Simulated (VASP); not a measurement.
Input of a VASP 6.6.1 run:

POSCAR

```
SiO2
1.0
    4.0997534777      0.0000000000      0.0000000000
    0.0000000000      4.0997534777      0.0000000000
    0.0000000000      0.0000000000      2.6143581712
Si O
2 4
Direct
    0.0000000000      0.0000000000      0.0000000000
    0.5000000000      0.5000000000      0.5000000000
    0.3061010378      0.3061010378      0.0000000000
    0.1938989622      0.8061010378      0.5000000000
    0.6938989622      0.6938989622      0.0000000000
    0.8061010378      0.1938989622      0.5000000000
```

The input INCAR.step1:

```
SYSTEM = SiO2
ALGO     = Normal         ! electronic algorithm
EDIFF    = 1E-4           ! SCF threshold, eV
ENCUT    = 520            ! plane-wave cutoff, eV
GGA      = PE             ! functional
ISMEAR   = 0              ! smearing method
LASPH    = .True.         ! aspherical terms in the spheres
LCHARG   = .False.        ! write CHGCAR
LREAL    = .False.        ! projectors in reciprocal space
LWAVE    = .True.         ! write WAVECAR
NBANDS   = 25             ! bands
NELM     = 60             ! most SCF steps
PREC     = Accurate       ! precision mode
SIGMA    = 0.01           ! smearing width, eV
```

File INCAR.step2:

```
SYSTEM = SiO2
ALGO     = Normal         ! electronic algorithm
EDIFF    = 1E-7           ! SCF threshold, eV
ENCUT    = 520            ! plane-wave cutoff, eV
ISIF     = 2              ! what is computed and relaxed
ISMEAR   = 0              ! smearing method
ISTART   = 1            
LASPH    = .True.         ! aspherical terms in the spheres
LCHARG   = .False.        ! write CHGCAR
LMIXTAU  = .True.       
LREAL    = .False.        ! projectors in reciprocal space
LWAVE    = .False.        ! write WAVECAR
METAGGA  = R2SCAN         ! meta-GGA
NBANDS   = 25             ! bands
NELM     = 60             ! most SCF steps
PREC     = Accurate       ! precision mode
SIGMA    = 0.01           ! smearing width, eV
```

File KPOINTS:

```
k-points
0
Gamma
  6 6 8
  0 0 0
```

Potentials or basis: VASP PAW PBE potentials, release 64 (Si, O).

Command:

```console
$ cat potpaw_PBE.64/Si/POTCAR potpaw_PBE.64/O/POTCAR > POTCAR
$ cp INCAR.step1 INCAR
$ mpirun -np 1 vasp_std > vasp.out
$ cp INCAR.step2 INCAR
$ mpirun -np 1 vasp_std > vasp.out
```

Problem. Estimate the largest force.

Solution. 0.491 eV/Å.

Problem. Predict the pressure.

Solution. 24.3 GPa.

Problem. Predict the band gap on the k mesh.

Solution. 7.70 eV, direct.

Stress tensor (GPa, compression positive):
```
22.27  0.00  0.00
 0.00 22.27  0.00
 0.00  0.00 28.27
```

Caveat: the PAW data sets were made with another functional, which shifts forces and pressure a little. A k mesh can miss the band edges.
